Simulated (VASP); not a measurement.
Here is a VASP 6.6.1 calculation.

Contents of INCAR:

```
SYSTEM = Al
ALGO = Normal ; EDIFF = 1E-7
ENCUT = 520 ; ISIF = 2
ISMEAR = -1 ; LASPH = .TRUE.
LCHARG = .FALSE. ; LREAL = .FALSE.
LWAVE = .FALSE. ; NBANDS = 8
NELM = 100 ; PREC = Accurate
SIGMA = 0.1
```

KPOINTS

```
k-points
0
G
  22 22 22
  0 0 0
```

The input POSCAR:

```
Al
1.0
    0.0000000000      1.9085270097      1.9085270097
    1.9085270097      0.0000000000      1.9085270097
    1.9085270097      1.9085270097      0.0000000000
Al
1
Direct
    0.0000000000      0.0000000000      0.0000000000
```

Potentials or basis: VASP PAW LDA potentials, release 64 (Al).

Command:

```console
$ cat potpaw_LDA.64/Al/POTCAR > POTCAR
$ mpirun -np 1 vasp_std > vasp.out
```

(1) Estimate the pressure.

## Answers

(1) 14.6 GPa.
